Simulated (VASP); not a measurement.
# Si16B (a cell with a defect) in VASP: single point with PBE+D3(BJ)

Aim: the single point of Si16B (a cell with a defect) with PBE+D3(BJ).

Everything below comes from runs of VASP 6.6.1. Logs are shortened: lines on timing, memory, paths and dates and some standing lists are left out, and cuts for length are marked.

### 1 The cell of the first run

The cell holds a defect, 17 atoms: a = 7.679 Å, b = 7.679 Å, c = 7.679 Å, α = 60.00°, β = 60.00°, γ = 60.00°.

### 2 Single point, PBE+D3(BJ), collinear spin

INCAR

```
SYSTEM = Si16B
  PREC = Accurate
  ENCUT = 520
  EDIFF = 1E-6
  ISMEAR = -1
  SIGMA = 0.02
  LREAL = Auto
  LASPH = .True.
  NELM = 150
  ALGO = Normal
  ISIF = 2
  LWAVE = .False.
  LCHARG = .False.
  ISPIN = 2
  MAGMOM = 0 0 0 0 0 0 0 0 0 0 0 0 0 0 0 0 1
  LORBIT = 11
  GGA = PE
  IVDW = 12
  NBANDS = 52
```

KPOINTS

```
regular mesh
0
Gamma
  2 2 2
  0 0 0
```

POSCAR

```
Si16B
1.0
    0.0000000000      5.4300000000      5.4300000000
    5.4300000000      0.0000000000      5.4300000000
    5.4300000000      5.4300000000      0.0000000000
Si B
16 1
Direct
    0.0077604930     -0.0026071652     -0.0024745881
    0.1225494181      0.1273014303      0.1276973921
   -0.0001878700      0.0007486363      0.4998153995
    0.1225662925      0.1275498507      0.6225645079
   -0.0004368441      0.4995043193      0.0014306419
    0.1224886284      0.6224917630      0.1278243043
   -0.0000221579      0.4997904358      0.4999822499
    0.1254101198      0.6248128885      0.6254222680
    0.4968261671     -0.0031819436     -0.0031731745
    0.6240221770      0.1254949622      0.1239907999
    0.4975330424     -0.0025977073      0.5077350842
    0.6276927731      0.1273053690      0.6225488854
    0.4970691872      0.5088708844     -0.0029290189
    0.6274567963      0.6225887554      0.1274652862
    0.5014170683      0.4995081275      0.4995701644
    0.6278186618      0.6224939811      0.6224890576
    0.3722898470      0.8763488126      0.8722036402
```

Potentials or basis: VASP PAW PBE potentials, release 64 (Si, B).

Run with:

```sh
$ cat potpaw_PBE.64/Si/POTCAR potpaw_PBE.64/B/POTCAR > POTCAR
$ mpirun -np 1 vasp_std > vasp.out
```

OUTCAR:

```text
SYSTEM = Si16B
   PREC = Accurate
   ENCUT = 520
   EDIFF = 1E-6
   ISMEAR = -1
   LREAL = Auto
   LASPH = .True.
   NELM = 150
   ISIF = 2
   ISPIN = 2
   LORBIT = 11
   GGA = PE
   IVDW = 12
 IVDW          = 12

 ion  position               nearest neighbor table
   1  0.008  0.997  0.998-  17 2.29   2 2.35   6 2.35   4 2.35  10 2.41
   2  0.123  0.127  0.128-   3 2.33   5 2.33   9 2.35   1 2.35
   3  1.000  0.001  0.500-   2 2.33  12 2.33   4 2.33   8 2.36
   4  0.123  0.128  0.623-   7 2.33   3 2.33   1 2.35  11 2.35
   5  1.000  0.500  0.001-  14 2.33   2 2.33   6 2.33   8 2.36
   6  0.122  0.622  0.128-   7 2.33   5 2.33  13 2.35   1 2.35
   7  1.000  0.500  0.500-   6 2.33  16 2.33   4 2.33   8 2.36
   8  0.125  0.625  0.625-   7 2.36   3 2.36  15 2.36   5 2.36
   9  0.497  0.997  0.997-  17 2.32  14 2.35   2 2.35  12 2.35  10 2.40
  10  0.624  0.125  0.124-   9 2.40  13 2.40   1 2.41  11 2.41
  11  0.498  0.997  0.508-  17 2.29  12 2.35  16 2.35   4 2.35  10 2.41
  12  0.628  0.127  0.623-   3 2.33  15 2.33   9 2.35  11 2.35
  13  0.497  0.509  0.997-  17 2.30  14 2.35   6 2.35  16 2.35  10 2.40
  14  0.627  0.623  0.127-  15 2.33   5 2.33   9 2.35  13 2.35
  15  0.501  0.500  0.500-  14 2.33  12 2.33  16 2.33   8 2.36
  16  0.628  0.622  0.622-   7 2.33  15 2.33  13 2.35  11 2.35
  17  0.372  0.876  0.872-  11 2.29   1 2.29  13 2.30   9 2.32

  LATTYP: Found a face centered cubic cell.
 ALAT       =    10.8600000000

  Lattice vectors:

 A1 = (   0.0000000000,   5.4300000000,   5.4300000000)
 A2 = (   5.4300000000,   0.0000000000,   5.4300000000)
 A3 = (   5.4300000000,   5.4300000000,   0.0000000000)

Analysis of symmetry for initial positions (statically):
=====================================================================
 Subroutine PRICEL returns:
 Original cell was already a primitive cell.

 Routine SETGRP: Setting up the symmetry group for a
 face centered cubic supercell.

 Subroutine GETGRP returns: Found  1 space group operations
 (whereof  1 operations were pure point group operations)
 out of a pool of 48 trial point group operations.

The static configuration has the point symmetry C_1 .

Analysis of symmetry for dynamics (positions and initial velocities):
=====================================================================
 Subroutine PRICEL returns:
 Original cell was already a primitive cell.

 Routine SETGRP: Setting up the symmetry group for a
 face centered cubic supercell.

 Subroutine GETGRP returns: Found  1 space group operations
 (whereof  1 operations were pure point group operations)
 out of a pool of 48 trial point group operations.

The dynamic configuration has the point symmetry C_1 .

Analysis of structural, dynamic, and magnetic symmetry:
=====================================================================
 Subroutine PRICEL returns:
 Original cell was already a primitive cell.

 Routine SETGRP: Setting up the symmetry group for a
 face centered cubic supercell.

 Subroutine GETGRP returns: Found  1 space group operations
 (whereof  1 operations were pure point group operations)
 out of a pool of 48 trial point group operations.

The overall configuration has the point symmetry C_1 .

 Subroutine INISYM returns: Found  1 space group operations
 (whereof  1 operations are pure point group operations),
 and found     1 'primitive' translations

----------------------------------------------------------------------------------------

                                     Primitive cell

  volume of cell :     320.2060

  direct lattice vectors                    reciprocal lattice vectors
     0.000000000  5.430000000  5.430000000    -0.092081031  0.092081031  0.092081031
     5.430000000  0.000000000  5.430000000     0.092081031 -0.092081031  0.092081031
     5.430000000  5.430000000  0.000000000     0.092081031  0.092081031 -0.092081031

  length of vectors
     7.679179644  7.679179644  7.679179644     0.159489025  0.159489025  0.159489025

  position of ions in fractional coordinates (direct lattice)
     0.007760493  0.997392835  0.997525412
     0.122549418  0.127301430  0.127697392
     0.999812130  0.000748636  0.499815400
     0.122566292  0.127549851  0.622564508
     0.999563156  0.499504319  0.001430642
     0.122488628  0.622491763  0.127824304
[... 9 lines left out ...]
     0.627818662  0.622493981  0.622489058
     0.372289847  0.876348813  0.872203640

[... 64 lines left out ...]
 SYSTEM =  Si16B
   PREC   = accura    normal or accurate (medium, high low for compatibility)
   ISTART =      0    job   : 0-new  1-cont  2-samecut
   ICHARG =      2    charge: 1-file 2-atom 10-const
   ISPIN  =      2    spin polarized calculation?
   LNONCOLLINEAR =      F non collinear calculations
   LSORBIT =      F    spin-orbit coupling
   LASPH  =      T    aspherical Exc in radial PAW
   ENCUT  =  520.0 eV  38.22 Ry    6.18 a.u.  14.28 14.28 14.28*2*pi/ulx,y,z
   NELM   =    150;   NELMIN=  2; NELMDL= -5     # of ELM steps
   EDIFF  = 0.1E-05   stopping-criterion for ELM
   LREAL  =      T    real-space projection
   EDIFFG = 0.1E-04   stopping-criterion for IOM
   NSW    =      0    number of steps for IOM
   IBRION =     -1    ionic relax: 0-MD 1-quasi-New 2-CG
   NFREE  =      0    steps in history (QN), initial steepest desc. (CG)
   ISIF   =      2    stress and relaxation
   ISYM   =      2    0-nonsym 1-usesym 2-fastsym
   POTIM  = 0.5000    time-step for ionic-motion
   TEBEG  =    0.0;   TEEND  =   0.0 temperature during run
   PSTRESS=    0.0 pullay stress
   NELECT =      67.0000    total number of electrons
   NUPDOWN=      -1.0000    fix difference up-down
   EMIN   =  10.00;   EMAX   =-10.00  energy-range for DOS
   EFERMI =   0.00;   METHOD = LEGACY
   ISMEAR =    -1;   SIGMA  =   0.02  broadening in eV -4-tet -1-fermi 0-gaus
   EFERMI_NEDOS =   21; number of points for ismear=-14 and -15
   IALGO  =     38    algorithm
   IMIX   =      4    mixing-type and parameters
     AMIX     =   0.40;   BMIX     =  1.00
     AMIX_MAG =   1.60;   BMIX_MAG =  1.00
  volume/ion in A,a.u.               =      18.84       127.11
  Fermi-wavevector in a.u.,A,eV,Ry     =   0.971904  1.836632 12.852022  0.944597
  Thomas-Fermi vector in A             =   2.102159
   LORBIT       =     11    0 simple, 1 ext, 2 COOP (PROOUT), +10 PAW based schemes
   GGA     = PE    functional components
   LHFCALC =     F    Hartree Fock is set to
   AEXX    =    0.0000 exact exchange contribution
   IVDW    =    12    specifies the selected vdW correction
   LEPSILON=     F    determine dielectric tensor
   LRPA    =     F    only Hartree local field effects (RPA)
 spin polarized calculation
  energy-cutoff  :      520.00
  volume of cell :      320.21
 maximum number of plane-waves:      8646
 NGX is ok and might be reduce to    60
   NGX = 29   NGY = 29   NGZ = 29

 number of electron      67.0000000 magnetization      -0.0001904

 number of electron      67.0000000 magnetization       0.0000119

 Free energy of the ion-electron system (eV)
  ---------------------------------------------------
  ext. energy  EPLUGINS =         0.00000000
  ---------------------------------------------------
  free energy    TOTEN  =       -88.61960765 eV

  energy without entropy =      -88.61948378  energy(sigma->0) =      -88.61954571

 E-fermi :   6.3582     XC(G=0):  -9.5683

 val. band max:        6.2141976253   @ k =   0.5000   0.5000   0.5000
 cond. band min:       6.4976558333   @ k =   0.0000   0.0000   0.0000
 fundamental gap:      0.2834582080
 Fermi energy:         6.3581555677

 spin component 1

 k-point     1 :       0.0000    0.0000    0.0000
  band No.  band energies     occupation
      1      -6.2718      1.00000
      2      -3.8600      1.00000
      3      -3.8181      1.00000
      4      -3.8121      1.00000
      5      -3.8061      1.00000
      6      -2.4375      1.00000
[... 373 lines left out ...]
     44      10.0431      0.00000
     45      10.1891      0.00000
 Fermi energy:         6.3581555677

 spin component 2

 k-point     1 :       0.0000    0.0000    0.0000
  band No.  band energies     occupation
      1      -6.2718      1.00000
      2      -3.8600      1.00000
      3      -3.8181      1.00000
      4      -3.8121      1.00000
      5      -3.8061      1.00000
      6      -2.4375      1.00000
[... 373 lines left out ...]
     44      10.0431      0.00000
     45      10.1891      0.00000
 [bands above 45 left out]

------------------------ aborting loop because EDIFF is reached ----------------------------------------

 Edisp (eV)   -5.33991

 E8    (eV) :    -2.1984

  FORCE on cell =-STRESS in cart. coord.  units (eV):
  Direction    XX          YY          ZZ          XY          YZ          ZX
  --------------------------------------------------------------------------------------
  -------------------------------------------------------------------------------------
  Total       0.95768     0.95758     0.95797    -0.01293    -0.01343    -0.05846
  in kB       4.79183     4.79131     4.79328    -0.06469    -0.06719    -0.29253
  external pressure =        4.79 kB  Pullay stress =        0.00 kB

 VOLUME and BASIS-vectors are now :
 -----------------------------------------------------------------------------
  energy-cutoff  :      520.00
  volume of cell :      320.21
      direct lattice vectors                 reciprocal lattice vectors
     0.000000000  5.430000000  5.430000000    -0.092081031  0.092081031  0.092081031
     5.430000000  0.000000000  5.430000000     0.092081031 -0.092081031  0.092081031
     5.430000000  5.430000000  0.000000000     0.092081031  0.092081031 -0.092081031

 POSITION                                       TOTAL-FORCE (eV/Angst)
 -----------------------------------------------------------------------------------
     10.83241      5.45870      5.45798         0.003274      0.004878     -0.001499
      1.38464      1.35884      1.35669        -0.011289     -0.009482     -0.000616
      2.71806      8.14298      5.43304         0.010805     -0.010199      0.010901
      4.07312      4.04606      1.35813        -0.002847      0.018039     -0.002908
      2.72008      5.43540      8.13994         0.013720      0.013187     -0.010081
      4.07422      1.35920      4.04524        -0.005313     -0.008022      0.013887
[... 9 lines left out ...]
      6.76026      6.78917      6.78920         0.013962     -0.007890     -0.005242
      9.49464      6.75760      6.78011        -0.000450      0.003276     -0.000661
 -----------------------------------------------------------------------------------
    total drift:                                0.001041      0.002282      0.001265

  FREE ENERGIE OF THE ION-ELECTRON SYSTEM (eV)
  ---------------------------------------------------
  free  energy   TOTEN  =       -93.9595213715 eV

  energy  without entropy=      -93.9593975086  energy(sigma->0) =      -93.95945944

 total charge

# of ion       s       p       d       tot
------------------------------------------
    1        0.738   0.945   0.000   1.683
    2        0.757   0.934   0.000   1.690
    3        0.742   0.957   0.000   1.698
    4        0.757   0.931   0.000   1.688
    5        0.741   0.957   0.000   1.698
    6        0.757   0.933   0.000   1.689
[... 9 lines left out ...]
   16        0.757   0.933   0.000   1.689
   17        0.825   0.762   0.000   1.587
--------------------------------------------------
tot         12.806  15.813   0.000  28.619

 magnetization (x)

# of ion       s       p       d       tot
------------------------------------------
    1       -0.000  -0.000   0.000  -0.000
    2        0.000  -0.000   0.000  -0.000
    3        0.000   0.000   0.000   0.000
    4        0.000  -0.000   0.000   0.000
    5        0.000   0.000   0.000   0.000
    6        0.000  -0.000   0.000   0.000
[... 9 lines left out ...]
   16        0.000  -0.000   0.000  -0.000
   17       -0.000  -0.000   0.000  -0.000
--------------------------------------------------
tot         -0.000  -0.000   0.000  -0.000
```

Run time: 7.6 min. Hardware: 1 thread of Intel Xeon Platinum 8259CL at 2.50GHz (Skylake/Cascade Lake), shared host; peak memory 0.7 GiB.

Results:

- Free energy: -93.9595 eV
- Pressure: 0.5 GPa
- Largest force: 0.022 eV/Å
- Net moment: 0.00 μB per cell
- Valence electrons inside the program's atomic spheres: Si 1.68, 1.69, 1.70, 1.67 (each value once); B 1.59
- Dispersion energy per atom: -0.314 eV

Forces in eV/Å, atoms in the order of the input:
```
Si   0.003  0.005 -0.001
Si  -0.011 -0.009 -0.001
Si   0.011 -0.010  0.011
Si  -0.003  0.018 -0.003
Si   0.014  0.013 -0.010
Si  -0.005 -0.008  0.014
Si  -0.011 -0.015 -0.011
Si   0.001  0.006  0.001
Si  -0.008 -0.004 -0.008
Si   0.006  0.011  0.006
Si  -0.002  0.005  0.003
Si  -0.001 -0.009 -0.011
Si   0.007 -0.002  0.007
Si  -0.004 -0.008 -0.003
Si  -0.010  0.013  0.014
Si   0.014 -0.008 -0.005
B    0.000  0.003 -0.001
```

Caveat: the k points lie up to 0.50 Å⁻¹ apart.
